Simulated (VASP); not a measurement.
Set up this calculation in VASP 6.6.1, as the native input.

```yaml
Task: single point
Functional: PBE
Potentials_or_basis: VASP PAW PBE potentials, release 64 (Pb_d, S)
Cutoff: 520 eV
k_mesh: 10 × 10 × 10
Occupations: gaussian, width 0.03 eV
Spin: no spin polarisation
Dipole_correction: no
Further_INCAR_settings: ALGO = Normal; EDIFF = 1e-07; NBANDS = 17
```

The structure of PbS lies in POSCAR:

```
PbS
1.0
    0.0000000000      2.9205250000      2.9205250000
    2.9205250000      0.0000000000      2.9205250000
    2.9205250000      2.9205250000      0.0000000000
Pb S
1 1
Direct
    0.0000000000      0.0000000000      0.0000000000
    0.5000000000      0.5000000000      0.5000000000
```

This cell differs from its parent crystal: strain -0.015 along x and y, -0.015 along z.

One way to write it, as run:

INCAR

```
SYSTEM = PbS
PREC = Accurate
ENCUT = 520
EDIFF = 1E-7
ISMEAR = 0
SIGMA = 0.03
LREAL = .FALSE.
LASPH = .TRUE.
NELM = 60
ALGO = Normal
ISIF = 2
LWAVE = .FALSE.
LCHARG = .FALSE.
GGA = PE
NBANDS = 17
```

KPOINTS

```
Automatic mesh
0
G
  10 10 10
  0 0 0
```

Potentials or basis: VASP PAW PBE potentials, release 64 (Pb_d, S).

The run is started by

```sh
$ cat potpaw_PBE.64/Pb_d/POTCAR potpaw_PBE.64/S/POTCAR > POTCAR
$ mpirun -np 1 vasp_std > vasp.out
```

Results of the run:

| Quantity | Value |
| --- | --- |
| Pressure | 5.3 GPa |
| Band gap on the k mesh | 0.18 eV |

Caveat: the cell differs from its parent crystal (strain -0.015 along x and y, -0.015 along z); the cell stands under pressure; spin-orbit coupling is left out, which moves the levels of the heavy elements.

Wall time 29 s on 1 thread of Intel Xeon 8259CL, on a shared host, peak memory 0.19 GiB.
